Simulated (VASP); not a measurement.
Wanted: the native input for a VASP 6.6.1 run.

```yaml
Task: single point
Functional: PBE
Potentials_or_basis: VASP PAW PBE potentials, release 64 (Co, O)
Cutoff: 600 eV
k_mesh: 12 × 12 × 6
Occupations: gaussian, width 0.05 eV
Spin: collinear spin, antiferromagnetic start
Starting_moments: "[-2.77, 2.77, 0.0, 0.0] μB"
Hubbard_terms: Co d U = 3.3 eV
Dipole_correction: no
Further_INCAR_settings: ALGO = Normal; EDIFF = 1e-06; NBANDS = 27
```

The structure of CoO lies in POSCAR:

```
CoO
1.0
    2.9815252878      0.0000000000      0.0000000000
   -1.4907626439      2.5820766413      0.0000000000
    0.0000000000      0.0000000000      5.2109509009
Co O
2 2
Direct
    0.0000000000      0.0000000000      0.0000000000
    0.0000000000      0.0000000000      0.5000000000
    0.3333333333      0.6666666667      0.2500001587
    0.6666666667      0.3333333333      0.7499998413
```

One way to write it, as run:

INCAR

```
SYSTEM = CoO
PREC     = Accurate       ! precision mode
ENCUT    = 600            ! plane-wave cutoff, eV
EDIFF    = 1E-6           ! SCF threshold, eV
ISMEAR   = 0              ! smearing method
SIGMA    = 0.05           ! smearing width, eV
LREAL    = .False.        ! projectors in reciprocal space
LASPH    = .True.         ! aspherical terms in the spheres
NELM     = 200            ! most SCF steps
ALGO     = Normal         ! electronic algorithm
ISIF     = 2              ! what is computed and relaxed
LWAVE    = .False.        ! write WAVECAR
LCHARG   = .False.        ! write CHGCAR
ISPIN    = 2              ! spin polarisation
MAGMOM   = -2.77 2.77 0 0 ! initial moments
LORBIT   = 11             ! projections on sites
LMAXMIX  = 4              ! l up to which the mixer works
LDAU     = .True.         ! DFT+U
LDAUTYPE = 2            
LDAUL    = 2 -1           ! shell
LDAUU    = 3.3 0          ! U, eV
LDAUJ    = 0 0          
LDAUPRINT= 1            
GGA      = PE             ! functional
NBANDS   = 27             ! bands
GGA_COMPAT= .False.
```

KPOINTS

```
regular mesh
0
Gamma
  12 12 6
  0 0 0
```

Potentials or basis: VASP PAW PBE potentials, release 64 (Co, O).

Command:

```sh
$ cat potpaw_PBE.64/Co/POTCAR potpaw_PBE.64/O/POTCAR > POTCAR
$ mpirun -np 1 vasp_std > vasp.out
```

Results of the run:

```
Pressure                                              : -7.6 GPa
Band gap on the k mesh                                : zero (filled and empty bands overlap)
Net moment                                            : 0.00 μB per cell
Site moments                                          : Co -2.63, +2.63; O +0.00 μB
Valence electrons inside the program's atomic spheres : Co 7.79; O 4.97
```

Caveat: the stress differs along the axes, from -10 to -3 GPa.

It took 2.4 min on 1 thread of Oxide Virtual Turin-like Processor, on a shared host, peak memory 0.25 GiB.
